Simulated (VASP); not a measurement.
# BP (pbesol) (F-43m) in VASP: further runs

BP (pbesol) is run at these levels: PBEsol; tasks: vibrations by perturbation theory.

Everything below comes from runs of VASP 6.6.1. Logs are shortened: lines on timing, memory, paths and dates and some standing lists are left out, and cuts for length are marked.

### Step 1. The cell of the first run

The structure is cubic, space group F-43m (No. 216). The conventional cell has a = 4.490 Å, b = 4.490 Å, c = 4.490 Å, α = 90.00°, β = 90.00°, γ = 90.00°. Within 2.6 Å of B (site symmetry -43m) lie 4 P at 1.94 Å. Within 2.6 Å of P (site symmetry -43m) lie 4 B at 1.94 Å.

### Step 2. Vibrations by perturbation theory, PBEsol (phonons at volume x 0.98)

Input file INCAR:

```
SYSTEM = BP
PREC = Accurate ; ENCUT = 500
EDIFF = 1E-8 ; ISMEAR = 0
SIGMA = 0.01 ; LREAL = .FALSE.
LASPH = .TRUE. ; NELM = 120
ALGO = Normal ; ISIF = 2
LWAVE = .FALSE. ; LCHARG = .TRUE.
GGA = PS ; IBRION = 8
NSW = 1 ; LEPSILON = .TRUE.
GGA_COMPAT = .FALSE.
```

Input file KPOINTS:

```
regular mesh
0
G
  10 10 10
  0 0 0
```

Input file POSCAR:

```
BP
1.0
    0.0000000000      2.2449175469      2.2449175469
    2.2449175469      0.0000000000      2.2449175469
    2.2449175469      2.2449175469      0.0000000000
B P
1 1
Direct
    0.0000000000      0.0000000000      0.0000000000
    0.2500000000      0.2500000000      0.2500000000
```

Potentials or basis: VASP PAW PBE potentials, release 64 (B, P).

Started as:

```
$ cat potpaw_PBE.64/B/POTCAR potpaw_PBE.64/P/POTCAR > POTCAR
$ mpirun -np 1 vasp_std > vasp.out
```

OUTCAR:

```text
SYSTEM = BP
   PREC = Accurate
   ENCUT = 500
   EDIFF = 1E-8
   ISMEAR = 0
   LREAL = .FALSE.
   LASPH = .TRUE.
   NELM = 120
   ISIF = 2
   GGA = PS
   IBRION = 8
   NSW = 1
   LEPSILON = .TRUE.

 ion  position               nearest neighbor table
   1  0.000  0.000  0.000-   2 1.94   2 1.94   2 1.94   2 1.94
   2  0.250  0.250  0.250-   1 1.94   1 1.94   1 1.94   1 1.94

  LATTYP: Found a face centered cubic cell.
 ALAT       =     4.4898350938

  Lattice vectors:

 A1 = (   0.0000000000,   2.2449175469,   2.2449175469)
 A2 = (   2.2449175469,   0.0000000000,   2.2449175469)
 A3 = (   2.2449175469,   2.2449175469,   0.0000000000)

Analysis of symmetry for initial positions (statically):
=====================================================================
 Subroutine PRICEL returns:
 Original cell was already a primitive cell.

 Routine SETGRP: Setting up the symmetry group for a
 face centered cubic supercell.

 Subroutine GETGRP returns: Found 24 space group operations
 (whereof 24 operations were pure point group operations)
 out of a pool of 48 trial point group operations.

The static configuration has the point symmetry T_d .

Analysis of symmetry for dynamics (positions and initial velocities):
=====================================================================
 Subroutine PRICEL returns:
 Original cell was already a primitive cell.

 Routine SETGRP: Setting up the symmetry group for a
 face centered cubic supercell.

 Subroutine GETGRP returns: Found 24 space group operations
 (whereof 24 operations were pure point group operations)
 out of a pool of 48 trial point group operations.

The dynamic configuration has the point symmetry T_d .

 Subroutine INISYM returns: Found 24 space group operations
 (whereof 24 operations are pure point group operations),
 and found     1 'primitive' translations

----------------------------------------------------------------------------------------

                                     Primitive cell

  volume of cell :      22.6272

  direct lattice vectors                    reciprocal lattice vectors
     0.000000000  2.244917547  2.244917547    -0.222725329  0.222725329  0.222725329
     2.244917547  0.000000000  2.244917547     0.222725329 -0.222725329  0.222725329
     2.244917547  2.244917547  0.000000000     0.222725329  0.222725329 -0.222725329

  length of vectors
     3.174792841  3.174792841  3.174792841     0.385771587  0.385771587  0.385771587

  position of ions in fractional coordinates (direct lattice)
     0.000000000  0.000000000  0.000000000
     0.250000000  0.250000000  0.250000000

  ion indices of the primitive-cell ions
   primitive index   ion index
                 1           1
                 2           2

----------------------------------------------------------------------------------------

 KPOINTS: regular mesh

Automatic generation of k-mesh.
 Grid dimensions read from file:
 generate k-points for:   10   10   10

 Generating k-lattice:

  Cartesian coordinates                     Fractional coordinates (reciprocal lattice)
    -0.022272533  0.022272533  0.022272533     0.100000000  0.000000000  0.000000000
     0.022272533 -0.022272533  0.022272533     0.000000000  0.100000000  0.000000000
     0.022272533  0.022272533 -0.022272533     0.000000000  0.000000000  0.100000000

  Length of vectors
     0.038577159  0.038577159  0.038577159

  Shift w.r.t. Gamma in fractional coordinates (k-lattice)
     0.000000000  0.000000000  0.000000000

 Subroutine IBZKPT returns following result:
 ===========================================

 Found     47 irreducible k-points:

[... 370 lines left out ...]
  energy-cutoff  :      500.00
  volume of cell :       22.63
      direct lattice vectors                 reciprocal lattice vectors
     0.000000000  2.244917547  2.244917547    -0.222725329  0.222725329  0.222725329
     2.244917547  0.000000000  2.244917547     0.222725329 -0.222725329  0.222725329
     2.244917547  2.244917547  0.000000000     0.222725329  0.222725329 -0.222725329

 POSITION                                       TOTAL-FORCE (eV/Angst)
 -----------------------------------------------------------------------------------
      0.00000      0.00000      0.00000         0.000000      0.000000      0.000000
      1.12246      1.12246      1.12246        -0.000000     -0.000000     -0.000000
 -----------------------------------------------------------------------------------
    total drift:                               -0.000000     -0.000000      0.000000

  FREE ENERGIE OF THE ION-ELECTRON SYSTEM (eV)
  ---------------------------------------------------
  free  energy   TOTEN  =       -13.6677493704 eV

  energy  without entropy=      -13.6677493704  energy(sigma->0) =      -13.66774937

 HEAD OF MICROSCOPIC STATIC DIELECTRIC TENSOR (INDEPENDENT PARTICLE, excluding Hartree and local field effects)
 ------------------------------------------------------
           9.826347     0.000000     0.000000
           0.000000     9.826347    -0.000000
           0.000000     0.000000     9.826347
 ------------------------------------------------------

 Free energy of the ion-electron system (eV)
  ---------------------------------------------------
  ---------------------------------------------------
  free energy    TOTEN  =        -0.55871453 eV

  energy without entropy =       -0.55871453

------------------------ aborting loop because EDIFF is reached ----------------------------------------

--------------------------------------- Ionic step        2  -------------------------------------------

------------------------ aborting loop because EDIFF is reached ----------------------------------------

--------------------------------------- Ionic step        3  -------------------------------------------

------------------------ aborting loop because EDIFF is reached ----------------------------------------

 PIEZOELECTRIC TENSOR FIELD DIRECTION 3  (e Angst)
 -----------------------------------------------------------------------------
    -0.00060  0.24144  0.00000           ( -0.00000  0.07642  0.00000)
     0.24144 -0.00060  0.00000           (  0.07642 -0.00000  0.00000)
     0.00000  0.00000  0.00010           (  0.00000  0.00000 -0.00000)

 PIEZOELECTRIC TENSOR FIELD DIRECTION 3  (C/m^2)
 -----------------------------------------------------------------------------
    -0.00042  0.17096  0.00000
     0.17096 -0.00042  0.00000
     0.00000  0.00000  0.00007

--------------------------------------- Ionic step        4  -------------------------------------------

------------------------ aborting loop because EDIFF is reached ----------------------------------------

[... ionic steps 5 to 6 ...]

--------------------------------------- Ionic step        7  -------------------------------------------

 Free energy of the ion-electron system (eV)
  ---------------------------------------------------
  ---------------------------------------------------
  free energy    TOTEN  =        -0.04065617 eV

  energy without entropy =       -0.04065617

------------------------ aborting loop because EDIFF is reached ----------------------------------------

 INTERNAL STRAIN TENSOR  FOR ION    2  DIRECTION 1   (eV/Angst):
 -----------------------------------------------------------------------------
     0.00583  0.00000  0.00000
     0.00000 -0.00007 -8.41873
     0.00000 -8.41873 -0.00007

 MACROSCOPIC STATIC DIELECTRIC TENSOR (including local field effects in DFT)
 ------------------------------------------------------
           9.421355    -0.000000     0.000000
           0.000000     9.421355     0.000000
          -0.000000     0.000000     9.421355
 ------------------------------------------------------

 PIEZOELECTRIC TENSOR (including local field effects)  for field in x, y, z        (e  Angst)
          XX          YY          ZZ          XY          YZ          ZX
  --------------------------------------------------------------------------------
  x     0.00000    -0.00000     0.00000     0.00000     0.23736     0.00000
  y     0.00000     0.00000     0.00000     0.00000     0.00000     0.23736
  z    -0.00000     0.00000     0.00000     0.23736     0.00000     0.00000

 PIEZOELECTRIC TENSOR (including local field effects)  for field in x, y, z        (C/m^2)
          XX          YY          ZZ          XY          YZ          ZX
  --------------------------------------------------------------------------------
  x     0.00000    -0.00000     0.00000     0.00000     0.16807     0.00000
  y     0.00000     0.00000     0.00000     0.00000     0.00000     0.16807
  z    -0.00000     0.00000     0.00000     0.16807     0.00000     0.00000

 BORN EFFECTIVE CHARGES (including local field effects) (in |e|, cummulative output)
 ---------------------------------------------------------------------------------
 ion    1
    1    -0.60911     0.00000     0.00000
    2     0.00000    -0.60911    -0.00000
    3     0.00000    -0.00000    -0.60911
 ion    2
    1     0.60911     0.00000    -0.00000
    2     0.00000     0.60911     0.00000
    3    -0.00000     0.00000     0.60911

 INTERNAL STRAIN TENSOR FOR ION    2 for displacements in x,y,z  (eV/Angst):
          X           Y           Z          XY          YZ          ZX
  --------------------------------------------------------------------------------
  x     0.00000    -0.00000    -0.00000     0.00000    -8.41873     0.00000
  y    -0.00000    -0.00000    -0.00000     0.00000     0.00000    -8.41873
  z    -0.00000    -0.00000     0.00000    -8.41873     0.00000     0.00000

 SECOND DERIVATIVES (NOT SYMMETRIZED)
 ------------------------------------
               1X          1Y          1Z          2X          2Y          2Z
  1X   -20.164561    0.000000    0.000000   20.164561    0.000000    0.000000
  1Y     0.000000  -20.164561    0.000000    0.000000   20.164561    0.000000
  1Z     0.000000    0.000000  -20.164561    0.000000    0.000000   20.164561
  2X    20.172079    0.000000    0.000000  -20.172079    0.000000    0.000000
  2Y     0.000000   20.172079    0.000000    0.000000  -20.172079    0.000000
  2Z     0.000000    0.000000   20.172079    0.000000    0.000000  -20.172079

 Eigenvectors and eigenvalues of the dynamical matrix
 ----------------------------------------------------

   1 f  =   24.799600 THz   155.820485 2PiTHz  827.225628 cm-1   102.562860 meV
             X         Y         Z           dx          dy          dz
      0.000000  0.000000  0.000000    -0.000000    0.000000   -0.860929
      1.122459  1.122459  1.122459    -0.000000   -0.000000    0.508725
[... 21 lines left out ...]
   6 f/i=    0.002024 THz     0.012719 2PiTHz    0.067524 cm-1     0.008372 meV
             X         Y         Z           dx          dy          dz
      0.000000  0.000000  0.000000    -0.348510    0.363960    0.069818
      1.122459  1.122459  1.122459    -0.589794    0.615940    0.118154

--------------------------------------------------------------------------------------------------------

 MACROSCOPIC STATIC DIELECTRIC TENSOR IONIC CONTRIBUTION
 ------------------------------------------------------
           0.147114    -0.000000     0.000000
          -0.000000     0.147114    -0.000000
           0.000000    -0.000000     0.147114
 ------------------------------------------------------

 ELASTIC MODULI CONTR FROM IONIC RELAXATION (kBar)
 Direction    XX          YY          ZZ          XY          YZ          ZX
 --------------------------------------------------------------------------------
 XX          -0.0000      0.0000      0.0000     -0.0000      0.0000      0.0000
 YY           0.0000     -0.0000      0.0000     -0.0000     -0.0000     -0.0000
 ZZ           0.0000      0.0000     -0.0000      0.0000     -0.0000      0.0000
 XY          -0.0000     -0.0000      0.0000   -261.5733     -0.0000      0.0000
 YZ           0.0000     -0.0000     -0.0000     -0.0000   -261.5733      0.0000
 ZX           0.0000     -0.0000      0.0000      0.0000      0.0000   -261.5733
 --------------------------------------------------------------------------------

 PIEZOELECTRIC TENSOR IONIC CONTR  for field in x, y, z        (C/m^2)
          XX          YY          ZZ          XY          YZ          ZX
  --------------------------------------------------------------------------------
  x     0.00000    -0.00000    -0.00000    -0.00000    -0.18458     0.00000
  y     0.00000    -0.00000     0.00000     0.00000     0.00000    -0.18458
  z    -0.00000    -0.00000     0.00000    -0.18458    -0.00000     0.00000
```

Run time: 1.9 min. Hardware: 1 thread of Intel Xeon 6975P-C, shared host; peak memory 0.2 GiB.

What came out:

| Quantity | Value |
| --- | --- |
| Electronic dielectric tensor (diagonal) | 9.42 |
| Born charges (mean of the diagonal) | B -0.61; P +0.61 e |
| Highest phonon frequency at Γ, LO-TO splitting left out | 827 cm⁻¹ |

Phonon frequencies in cm⁻¹ (negative: imaginary):
```csv
q point,frequencies
"(0.000, 0.000, 0.000)",0 0 0 827 827 827
```

Electronic dielectric tensor:
```
9.42 0.00 0.00
0.00 9.42 0.00
0.00 0.00 9.42
```

Born effective charge tensors (e):
atom 1, B
```
-0.61  0.00  0.00
 0.00 -0.61  0.00
 0.00  0.00 -0.61
```
atom 2, P
```
0.61 0.00 0.00
0.00 0.61 0.00
0.00 0.00 0.61
```

Caveat: the cell differs from its parent crystal (phonons at volume x 0.98); the cell wasn't relaxed at this level first, which shifts response properties.

[end of part 1 of 2]
